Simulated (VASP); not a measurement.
## PbS: single point with r2SCAN

The system is PbS.

```
CELL_PARAMETERS angstrom
0.00000 2.96500 2.96500
2.96500 0.00000 2.96500
2.96500 2.96500 0.00000
ATOMIC_POSITIONS crystal
Pb 0.00000 0.00000 0.00000
S 0.50122 0.50122 0.50122
```

This cell differs from its parent crystal: all S atoms moved +0.013 Å, as atom 2 along Cartesian [1 1 1].

- Program: VASP 6.6.1
- Task: single point
- Functional: r2SCAN
- Potentials or basis: VASP PAW PBE potentials, release 64 (Pb_d, S)
- Cutoff: 550 eV
- k mesh: 8 × 8 × 8
- Occupations: gaussian, width 0.05 eV
- Spin: no spin polarisation
- Dipole correction: no
- Further INCAR settings: ALGO = Normal; EDIFF = 1e-06; NBANDS = 17

| Item | Value |
| --- | --- |
| Pressure | 1.4 GPa |
| Largest force | 0.005 eV/Å |
| Band gap on the k mesh | 0.62 eV, direct |

Forces on the atoms (eV/Å):
```
Pb   0.003  0.003  0.003
S   -0.003 -0.003 -0.003
```

Levels at points of the mesh, in eV from the valence-band top:
```csv
k point,band 8,band 9,band 10,band 11,band 12,band 13
"(0.00, 0.00, 0.00)",-2.35,-2.35,-2.35,5.55,5.55,5.55
"(0.50, 0.00, 0.00)",-1.94,-1.94,0.00,0.62,2.17,2.17
"(0.50, 0.50, 0.50)",-1.94,-1.94,0.00,0.62,2.17,2.17
"(0.50, 0.50, 0.00)",-5.40,-3.63,-3.63,4.14,6.00,6.09
```

Run time: 62 s on 1 thread of Intel(R) Xeon(R) 6975P-C (Granite Rapids) (shared host), peak memory 0.22 GiB.

Caveat: the cell differs from its parent crystal (all S atoms moved +0.013 Å, as atom 2 along Cartesian [1 1 1]); the PAW data sets were made with another functional, which shifts forces and pressure a little; spin-orbit coupling is left out, which moves the levels of the heavy elements. A k mesh can miss the band edges.
